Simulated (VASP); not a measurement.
## SnO2: relaxation of cell and atoms with PBEsol+D4

Crystal: SnO2.

```
CELL_PARAMETERS angstrom
0.00000 2.57415 2.57415
2.57415 0.00000 2.57415
2.57415 2.57415 0.00000
ATOMIC_POSITIONS crystal
Sn 0.00000 0.00000 0.00000
O 0.75000 0.75000 0.75000
O 0.25000 0.25000 0.25000
```

```
Program                : VASP 6.6.1
Task                   : relaxation of cell and atoms
Functional             : PBEsol
Dispersion             : D4
Potentials or basis    : VASP PAW PBE potentials, release 64 (Sn_d, O)
Cutoff                 : 600 eV
k mesh                 : 9 × 9 × 9
Occupations            : fermi-dirac, width 0.05 eV
Spin                   : no spin polarisation
Dipole correction      : no
Further INCAR settings : ALGO = Normal; EDIFF = 1e-06; IBRION = 2; EDIFFG = -0.01; NSW = 60; ISIF = 3
```

* Relaxed volume: 10.86 Å³/atom
* Relaxed cell: a = 3.585 Å, b = 3.585 Å, c = 3.585 Å, α = 60.00°, β = 60.00°, γ = 60.00°
* Space group after relaxing (to 0.05 Å): Fm-3m (No. 225)
* Energy gained by relaxing: 14.7 meV/atom
* Ionic steps: 3
* Pressure after relaxing: -0.1 GPa
* Band gap on the k mesh: 0.27 eV, indirect (least direct gap 1.60 eV)
* Dispersion energy per atom: -0.166 eV

Step by step:
```tsv
step	energy change (eV)	largest force (eV/Å)	pressure (GPa)	volume (Å³)
1	0.0000	0.0000	-8.76	34.11
2	0.0023	0.0000	10.80	31.14
3	-0.0440	0.0000	-0.07	32.59
```

Final structure:
```cif
data_structure
_symmetry_space_group_name_H-M 'P 1'
_symmetry_Int_Tables_number 1
_cell_length_a 3.5853
_cell_length_b 3.5853
_cell_length_c 3.5853
_cell_angle_alpha 60.000
_cell_angle_beta 60.000
_cell_angle_gamma 60.000
_cell_volume 32.59
loop_
_atom_site_label
_atom_site_type_symbol
_atom_site_fract_x
_atom_site_fract_y
_atom_site_fract_z
_atom_site_occupancy
Sn1 Sn 0.00000 0.00000 0.00000 1
O1 O 0.75000 0.75000 0.75000 1
O2 O 0.25000 0.25000 0.25000 1
```

Levels at points of the mesh, in eV from the valence-band top:
| k point | band 10 | band 11 | band 12 | band 13 | band 14 | band 15 | band 16 | band 17 |
| --- | --- | --- | --- | --- | --- | --- | --- | --- |
| (0.00, 0.00, 0.00) | -2.87 | -1.33 | -1.33 | -1.33 | 0.27 | 7.04 | 7.04 | 7.04 |

Run time: 62 s on 1 thread of Intel(R) Xeon(R) Platinum 8375C CPU @ 2.90GHz (Ice Lake), with other jobs on the host, peak memory 0.19 GiB.

Caveat: the PAW data sets were made with another functional, which shifts forces and pressure a little; spin-orbit coupling is left out, which moves the levels of the heavy elements. A k mesh can miss the band edges.
